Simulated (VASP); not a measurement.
# Os in VASP: notebook

The runs below take Os through relaxation of cell and atoms, single point, with r2SCAN.

Everything below comes from runs of VASP 6.6.1. Logs are shortened: lines on timing, memory, paths and dates and some standing lists are left out, and cuts for length are marked.

### 1 The cell of the first run

The structure is hexagonal, space group P6_3/mmc (No. 194). Conventional cell: a = 2.734 Å, b = 2.734 Å, c = 4.320 Å, α = 90.00°, β = 90.00°, γ = 120.00°. Within 3.5 Å of Os (site symmetry -6m2) lie 12 Os at 2.68 to 2.73 Å.

### 2 Relaxation of cell and atoms, r2SCAN

The input, POSCAR:

```
Os
1.0
    2.7341000000      0.0000000000      0.0000000000
   -1.3670500000      2.3678000565      0.0000000000
    0.0000000000      0.0000000000      4.3197000000
Os
2
Direct
    0.3333333333      0.6666666667      0.2500000000
    0.6666666667      0.3333333333      0.7500000000
```

The input, INCAR.step1:

```
ALGO = Normal
EDIFF = 1E-5
EDIFFG = -0.005
ENCUT = 660
GGA = PE
GGA_COMPAT = False
IBRION = 2
ISIF = 3
ISMEAR = -1
ISYM = 0
KPAR = 4
LASPH = True
LCHARG = False
LREAL = False
LWAVE = True
NELM = 120
NELMIN = 4
NSW = 100
PREC = Accurate
SIGMA = 0.1
```

The input, INCAR.step2:

```
ALGO = Normal
EDIFF = 1E-7
EDIFFG = -0.002
ENCUT = 660
GGA_COMPAT = False
IBRION = 2
ISIF = 3
ISMEAR = -1
ISTART = 1
ISYM = 0
KPAR = 4
LASPH = True
LCHARG = False
LMIXTAU = True
LREAL = False
LWAVE = False
METAGGA = R2SCAN
NELM = 120
NELMIN = 4
NSW = 100
PREC = Accurate
SIGMA = 0.1
```

The input, KPOINTS:

```
Automatic mesh
0
Gamma
  14 14 8
  0.5 0.5 0.5
```

Potentials or basis: VASP PAW PBE potentials, release 64 (Os).

On the command line:

```console
> cat potpaw_PBE.64/Os/POTCAR > POTCAR
> cp INCAR.step1 INCAR
> mpirun -np 4 vasp_std > vasp.out
> cp INCAR.step2 INCAR
> mpirun -np 4 vasp_std > vasp.out
```

OUTCAR:

```text
EDIFF = 1E-7
   EDIFFG = -0.002
   ENCUT = 660
   IBRION = 2
   ISIF = 3
   ISMEAR = -1
   ISTART = 1
   ISYM = 0
   LASPH = True
   LREAL = False
   METAGGA = R2SCAN
   NELM = 120
   NELMIN = 4
   NSW = 100
   PREC = Accurate

 ion  position               nearest neighbor table
   1  0.333  0.667  0.250-   2 2.68   2 2.68   2 2.68   2 2.68   2 2.68   2 2.68
   2  0.667  0.333  0.750-   1 2.68   1 2.68   1 2.68   1 2.68   1 2.68   1 2.68

IMPORTANT INFORMATION: All symmetrisations will be switched off!
NOSYMM: (Re-)initialisation of all symmetry stuff for point group C_1.

----------------------------------------------------------------------------------------

                                     Primitive cell

  volume of cell :      27.9649

  direct lattice vectors                    reciprocal lattice vectors
     2.734100000  0.000000000  0.000000000     0.365751070  0.211166479  0.000000000
    -1.367050000  2.367800057  0.000000000     0.000000000  0.422332957  0.000000000
     0.000000000  0.000000000  4.319700000     0.000000000  0.000000000  0.231497558

  length of vectors
     2.734100000  2.734100000  4.319700000     0.422332957  0.422332957  0.231497558

  position of ions in fractional coordinates (direct lattice)
     0.333333333  0.666666667  0.250000000
     0.666666667  0.333333333  0.750000000

  ion indices of the primitive-cell ions
   primitive index   ion index
                 1           1
                 2           2

----------------------------------------------------------------------------------------

 KPOINTS: Automatic mesh

Automatic generation of k-mesh.
 Grid dimensions read from file:
 generate k-points for:   14   14    8

 Generating k-lattice:

  Cartesian coordinates                     Fractional coordinates (reciprocal lattice)
     0.026125076  0.015083320  0.000000000     0.071428571  0.000000000  0.000000000
     0.000000000  0.030166640  0.000000000     0.000000000  0.071428571  0.000000000
     0.000000000  0.000000000  0.028937195     0.000000000  0.000000000  0.125000000

  Length of vectors
     0.030166640  0.030166640  0.028937195

  Shift w.r.t. Gamma in fractional coordinates (k-lattice)
     0.500000000  0.500000000  0.500000000

 Subroutine IBZKPT returns following result:
 ===========================================

 Found   2352 irreducible k-points:

 Following reciprocal coordinates:
            Coordinates               Weight
  0.035714  0.035714  0.062500      2.000000
 -0.035714  0.071429  0.062500      2.000000
 -0.071429  0.035714  0.062500      2.000000
 -0.035714 -0.035714  0.062500      2.000000
  0.035714 -0.071429  0.062500      2.000000
  0.071429 -0.035714  0.062500      2.000000
[... 16 lines left out ...]
  0.035714 -0.214286  0.062500      2.000000
  0.214286 -0.178571  0.062500      2.000000
 [... further k-points ...]
   k-points           NKPTS =   2352   k-points in BZ     NKDIM =   2352   number of bands    NBANDS=     12
   number of dos      NEDOS =    301   number of ions     NIONS =      2
   total plane-waves  NPLWV =  20736
   dimension x,y,z NGX =    24 NGY =   24 NGZ =   36
   dimension x,y,z NGXF=    48 NGYF=   48 NGZF=   72
   ions per type =               2
   NGX,Y,Z   is equivalent  to a cutoff of  14.59, 14.59, 13.85 a.u.
   NGXF,Y,Z  is equivalent  to a cutoff of  29.19, 29.19, 27.71 a.u.
 SYSTEM =  unknown system
   PREC   = accura    normal or accurate (medium, high low for compatibility)
   ISTART =      1    job   : 0-new  1-cont  2-samecut
   ICHARG =      0    charge: 1-file 2-atom 10-const
   ISPIN  =      1    spin polarized calculation?
   LNONCOLLINEAR =      F non collinear calculations
   LSORBIT =      F    spin-orbit coupling
   LASPH  =      T    aspherical Exc in radial PAW
   ENCUT  =  660.0 eV  48.51 Ry    6.96 a.u.   5.73  5.73  9.05*2*pi/ulx,y,z
   NELM   =    120;   NELMIN=  4; NELMDL=  0     # of ELM steps
   EDIFF  = 0.1E-06   stopping-criterion for ELM
   LREAL  =      F    real-space projection
   EDIFFG = -.2E-02   stopping-criterion for IOM
   NSW    =    100    number of steps for IOM
   IBRION =      2    ionic relax: 0-MD 1-quasi-New 2-CG
   NFREE  =      1    steps in history (QN), initial steepest desc. (CG)
   ISIF   =      3    stress and relaxation
   ISYM   =      0    0-nonsym 1-usesym 2-fastsym
   POTIM  = 0.5000    time-step for ionic-motion
   TEBEG  =    0.0;   TEEND  =   0.0 temperature during run
   PSTRESS=    0.0 pullay stress
   NELECT =      16.0000    total number of electrons
   NUPDOWN=      -1.0000    fix difference up-down
   EMIN   =  10.00;   EMAX   =-10.00  energy-range for DOS
   EFERMI =   0.00;   METHOD = LEGACY
   ISMEAR =    -1;   SIGMA  =   0.10  broadening in eV -4-tet -1-fermi 0-gaus
   EFERMI_NEDOS =   21; number of points for ismear=-14 and -15
   IALGO  =     38    algorithm
   IMIX   =      4    mixing-type and parameters
     AMIX     =   0.40;   BMIX     =  1.00
     AMIX_MAG =   1.60;   BMIX_MAG =  1.00
  volume/ion in A,a.u.               =      13.98        94.36
  Fermi-wavevector in a.u.,A,eV,Ry     =   1.359076  2.568282 25.131161  1.847088
  Thomas-Fermi vector in A             =   2.485855
   LORBIT       =      0    0 simple, 1 ext, 2 COOP (PROOUT), +10 PAW based schemes
   METAGGA = R2SCAN    functional components
   LHFCALC =     F    Hartree Fock is set to
   AEXX    =    0.0000 exact exchange contribution
   IVDW    =     0    specifies the selected vdW correction
   LEPSILON=     F    determine dielectric tensor
   LRPA    =     F    only Hartree local field effects (RPA)
 conjugate gradient relaxation of ions
 non-spin polarized calculation
  energy-cutoff  :      660.00
  volume of cell :       27.96
 maximum number of plane-waves:      1088
   NGX = 11   NGY = 11   NGZ = 19

--------------------------------------- Ionic step        1  -------------------------------------------

 number of electron      16.0000001 magnetization

 Free energy of the ion-electron system (eV)
  ---------------------------------------------------
  ext. energy  EPLUGINS =         0.00000000
  ---------------------------------------------------
  free energy    TOTEN  =      -106.02670246 eV

  energy without entropy =     -105.98956050  energy(sigma->0) =     -106.00813148

------------------------ aborting loop because EDIFF is reached ----------------------------------------

  FORCE on cell =-STRESS in cart. coord.  units (eV):
  Direction    XX          YY          ZZ          XY          YZ          ZX
  --------------------------------------------------------------------------------------
  -------------------------------------------------------------------------------------
  Total        0.4146007      0.4146004      0.3031392     -0.0000004      0.0000000     -0.0000000
  in kB       23.7534998     23.7534797     17.3675919     -0.0000222      0.0000001     -0.0000005
  external PRESSURE =      21.6248571 kB  Pullay stress =       0.0000000 kB
[... 273 lines left out ...]
  energy  without entropy=     -105.9902331185  energy(sigma->0) =     -106.00894974

--------------------------------------- Ionic step        9  -------------------------------------------

 number of electron      16.0000001 magnetization

 Free energy of the ion-electron system (eV)
  ---------------------------------------------------
  ext. energy  EPLUGINS =         0.00000000
  ---------------------------------------------------
  free energy    TOTEN  =      -106.02766759 eV

  energy without entropy =     -105.99021754  energy(sigma->0) =     -106.00894257

 E-fermi :   9.2098     XC(G=0): -15.3608

 val. band max:        9.2027345323   @ k =  -0.2857   0.1786   0.1875
 cond. band min:       9.2105847396   @ k =  -0.0357   0.3214  -0.0625
 fundamental gap:      0.0078502073
 Fermi energy:         9.2098018534

 k-point     1 :       0.0357    0.0357    0.0625
  band No.  band energies     occupation
      1      -1.9868      2.00000
      2       1.2538      2.00000
      3       5.6814      2.00000
      4       6.1379      2.00000
      5       6.5376      2.00000
      6       6.7485      2.00000
      7       6.9984      2.00000
      8       7.4942      2.00000
      9       7.5130      2.00000
     10       8.4063      1.99935
     11      11.0135      0.00000
     12      11.8232      0.00000
[... 331 lines left out ...]
 k-point    24 :       0.2143   -0.1786    0.0625
  band No.  band energies     occupation
      1      -0.6245      2.00000
      2       2.2708      2.00000
      3       4.6790      2.00000
      4       5.1964      2.00000
      5       6.1438      2.00000
      6       6.5902      2.00000
      7       7.2948      2.00000
      8       7.5650      2.00000
      9       7.8658      2.00000
     10       8.2542      1.99986
     11      11.4463      0.00000
     12      15.2801      0.00000

 [... further k-points ...]

------------------------ aborting loop because EDIFF is reached ----------------------------------------

  FORCE on cell =-STRESS in cart. coord.  units (eV):
  Direction    XX          YY          ZZ          XY          YZ          ZX
  --------------------------------------------------------------------------------------
  -------------------------------------------------------------------------------------
  Total        0.0001382      0.0001383     -0.0000654     -0.0000001     -0.0000000      0.0000000
  in kB        0.0078787      0.0078815     -0.0037300     -0.0000058     -0.0000006      0.0000003
  external PRESSURE =       0.0040101 kB  Pullay stress =       0.0000000 kB
[... 17 lines left out ...]
  FREE ENERGIE OF THE ION-ELECTRON SYSTEM (eV)
  ---------------------------------------------------
  free  energy   TOTEN  =      -106.0276675862 eV

  energy  without entropy=     -105.9902175443  energy(sigma->0) =     -106.00894257

 reached required accuracy - stopping structural energy minimisation
```

Wall time 43 min (4 MPI ranks of Intel Xeon Platinum 8559C (Emerald Rapids), shared host); peak memory 1.1 GiB.

Results:

* Free energy: -106.0277 eV
* Relaxed volume: 14.05 Å³/atom
* Relaxed cell: a = 2.740 Å, b = 2.740 Å, c = 4.323 Å, α = 90.00°, β = 90.00°, γ = 120.00°
* Space group after relaxing (to 0.1 Å): P6_3/mmc (No. 194)
* Energy gained by relaxing: 0.5 meV/atom
* Ionic steps: 9
* Pressure after relaxing: 0.0 GPa
* Band gap on the k mesh: zero (bands 8 and 9 overlap by 3.92 eV)

The path:
```tsv
step	energy change (eV)	largest force (eV/Å)	pressure (GPa)	volume (Å³)
1	0.0000	0.0000	2.16	27.96
2	0.0175	0.0000	-9.11	28.74
3	-0.0009	0.0000	-0.03	28.11
4	-0.0009	0.0000	-0.07	28.11
5	-0.0009	0.0000	0.00	28.11
6	-0.0010	0.0000	-0.04	28.11
7	-0.0010	0.0000	-0.04	28.11
8	-0.0010	0.0000	0.12	28.10
9	-0.0010	0.0000	0.00	28.10
```

Final structure:
```yaml
crystal:
  lattice:
    - [2.73983, 0.00000, 0.00000]
    - [-1.36991, 2.37276, 0.00000]
    - [0.00000, 0.00000, 4.32320]
  atoms:
    - { symbol: Os, position: [0.33333, 0.66667, 0.25000] }
    - { symbol: Os, position: [0.66667, 0.33333, 0.75000] }
```

Caveat: the PAW data sets were made with another functional, which shifts forces and pressure a little; spin-orbit coupling is left out, which moves the levels of the heavy elements. Zero-point motion and thermal expansion aren't in these numbers.

### 3 Single point, r2SCAN

This run uses another cell than the first one, of 14.02 Å³/atom.

The input, POSCAR:

```
Os
1.0
    2.7371233849      0.0005751281      0.0000000000
   -1.3680636169      2.3707059486      0.0000000000
    0.0000000000      0.0000000000      4.3195237590
Os
2
Direct
    0.3333300886      0.6666699114      0.2500000000
    0.6666699114      0.3333300886      0.7500000000
```

The input, INCAR.step1:

```
SYSTEM = Os
ALGO = Normal
EDIFF = 1E-5
ENCUT = 660
GGA = PE
GGA_COMPAT = .False.
ISMEAR = -1
ISYM = 0
LASPH = .True.
LCHARG = .False.
LREAL = .False.
LWAVE = .True.
NBANDS = 15
NELM = 120
PREC = Accurate
SIGMA = 0.1
```

The input, INCAR.step2:

```
SYSTEM = Os
ALGO = Normal
EDIFF = 1E-6
ENCUT = 660
GGA_COMPAT = .False.
ISIF = 2
ISMEAR = -1
ISTART = 1
ISYM = 0
LASPH = .True.
LCHARG = .False.
LMIXTAU = .True.
LREAL = .False.
LWAVE = .False.
METAGGA = R2SCAN
NBANDS = 15
NELM = 120
PREC = Accurate
SIGMA = 0.1
```

KPOINTS is that of step 2.

Potentials or basis: VASP PAW PBE potentials, release 64 (Os).

On the command line:

```console
> cat potpaw_PBE.64/Os/POTCAR > POTCAR
> cp INCAR.step1 INCAR
> mpirun -np 1 vasp_std > vasp.out
> cp INCAR.step2 INCAR
> mpirun -np 1 vasp_std > vasp.out
```

Run time: 26 min. Hardware: 1 thread of Oxide Virtual Turin-like, shared host; peak memory 0.46 GiB.

Results (log left out):

```yaml
Free_energy: -106.0274 eV
Pressure: 1.1 GPa
Band_gap_on_the_k_mesh: zero (bands 8 and 9 overlap by 3.94 eV)
```

Levels at points of the mesh, in eV from the Fermi level:
```tsv
k point	band 6	band 7	band 8	band 9	band 10	band 11
(0.04, 0.04, 0.06)	-2.47	-2.21	-1.72	-1.70	-0.81	1.81
```

Caveat: the PAW data sets were made with another functional, which shifts forces and pressure a little; spin-orbit coupling is left out, which moves the levels of the heavy elements.
